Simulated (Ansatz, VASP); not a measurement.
Two plane-wave programs on TaC

```xyz
2
Lattice="0.0000 2.2376 2.2376 2.2376 0.0000 2.2376 2.2376 2.2376 0.0000" Properties=species:S:1:pos:R:3 pbc="T T T"
Ta    0.0000    0.0000    0.0000
C     2.2376    2.2376    2.2376
```

Alike in both runs: functional PBE; k mesh 6 × 6 × 6; occupations gaussian, width 0.1 eV; no spin polarisation.

Ansatz relaxed the structure, and its values are those at the end. VASP's run is a single point on that final structure, the one shown.

|  | VASP | Ansatz |
| --- | --- | --- |
| version | VASP 6.6.1 | Ansatz 0.2.0 |
| potentials or method | VASP PAW PBE potentials, release 64 (Ta_pv, C), cutoff 600 eV | scalar-relativistic, plane waves, PAW |
| valence electrons in the cell | 15 | 17 |

|  | VASP | Ansatz | Ansatz less VASP |
| --- | --- | --- | --- |
| gap on the k mesh at the Fermi level (eV) | none | none | - |
| pressure (GPa) | 0.5 | 0.0 | -0.55 |

A gap of «none» marks a metal or a gap that the smearing closes. With one functional, cell and mesh, what is left measures potentials, basis and numerics. VASP's potentials hold 15 valence electrons a cell and Ansatz's 17, so a difference there can come from the potentials and not from the codes.

The k mesh is coarse, so the values compare programs but aren't converged. Spin-orbit coupling is off throughout.
